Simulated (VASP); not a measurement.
ScZn, 2 atoms in the cell. It takes space group Pm-3m (No. 221, cubic). The conventional cell has a = 3.320 Å, b = 3.320 Å, c = 3.320 Å, α = 90.00°, β = 90.00°, γ = 90.00°. Sc (site symmetry m-3m) has 8 Zn at 2.88 Å and 6 Sc at 3.32 Å within 3.8 Å. Zn (site symmetry m-3m) has 8 Sc at 2.88 Å and 6 Zn at 3.32 Å within 3.8 Å. 

| Property | Result |
| --- | --- |
| Program | VASP 6.6.1 |
| Task | single point |
| Functional | r2SCAN |
| Dispersion | D4 |
| Potentials or basis | VASP PAW PBE potentials, release 64 (Sc_sv, Zn) |
| Cutoff | 520 eV |
| k mesh | 9 × 9 × 9 |
| Occupations | fermi-dirac, width 0.1 eV |
| Spin | no spin polarisation |
| Dipole correction | no |
| Further INCAR settings | ALGO = Normal; EDIFF = 1e-07; NBANDS = 18 |

Potentials or basis: VASP PAW PBE potentials, release 64 (Sc_sv, Zn).

Command:

```bash
$ cat potpaw_PBE.64/Sc_sv/POTCAR potpaw_PBE.64/Zn/POTCAR > POTCAR
$ cp INCAR.step1 INCAR
$ mpirun -np 1 vasp_std > vasp.out
$ cp INCAR.step2 INCAR
$ mpirun -np 1 vasp_std > vasp.out
```

Hardware: 1 thread of AMD EPYC 7R13 (shared host).

Task: How long does it take, and how much memory?

Result: It took 81 s on 1 thread of AMD EPYC 7R13 (shared host), peak memory 0.15 GiB. Counts: k points 35.
